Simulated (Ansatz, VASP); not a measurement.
ZnSn4N: VASP beside Ansatz

```
CELL_PARAMETERS angstrom
0.00000 4.27573 4.27573
4.27573 0.00000 4.27573
4.27573 4.27573 0.00000
ATOMIC_POSITIONS crystal
Zn 0.00000 0.00000 0.00000
Sn 0.37518 0.37518 0.87446
Sn 0.37518 0.87446 0.37518
Sn 0.87446 0.37518 0.37518
Sn 0.37518 0.37518 0.37518
N 0.75000 0.75000 0.75000
```

Change from the starting cell: species swapped into the LuNi4Sn type (F-43m, No. 216).

Alike in both runs: functional PBE; k mesh 8 × 8 × 8; occupations gaussian, width 0.1 eV; no spin polarisation.

Ansatz relaxed the structure, and its values are those at the end. VASP's run is a single point on that final structure, the one shown.

|  | VASP | Ansatz |
| --- | --- | --- |
| version | VASP 6.6.1 | Ansatz 0.2.0 |
| potentials or method | VASP PAW PBE potentials, release 64 (Zn, Sn_d, N), cutoff 520 eV | scalar-relativistic, plane waves, PAW |
| valence electrons in the cell | 73 | 73 |

```csv
,VASP,Ansatz,Ansatz less VASP
gap on the k mesh at the Fermi level (eV),none,none,-
pressure (GPa),-0.1,0.0,+0.07
```

A gap of «none» marks a metal or a gap that the smearing closes.
